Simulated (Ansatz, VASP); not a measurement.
One calculation of HfC, two programs

```
Hf C
1.0
     0.00000    2.27754    2.27754
     2.27754    0.00000    2.27754
     2.27754    2.27754    0.00000
Hf C
1 1
Direct
  0.50000 0.50000 0.50000
  0.00000 0.00000 0.00000
```

Change from the starting cell: volume scaled by 0.94.

Alike in both runs: task single point; functional PBEsol; k mesh 15 × 15 × 15; occupations fermi-dirac, width 0.05 eV; no spin polarisation.

```csv
,VASP,Ansatz
version,VASP 6.6.1,Ansatz 0.2.0
potentials or method,"VASP PAW PBE potentials, release 64 (Hf_pv, C), cutoff 600 eV","all-electron LAPW, scalar-relativistic"
```

Ansatz gave:

| Item | Value |
| --- | --- |
| pressure (GPa) | 9.1 |

Task: Which values does VASP return?

Result: Pressure (GPa): 8.8.

VASP's potentials were made for PBE, not for PBEsol. Ansatz ran all-electron here, and VASP with PAW potentials.

Spin-orbit coupling is off throughout.
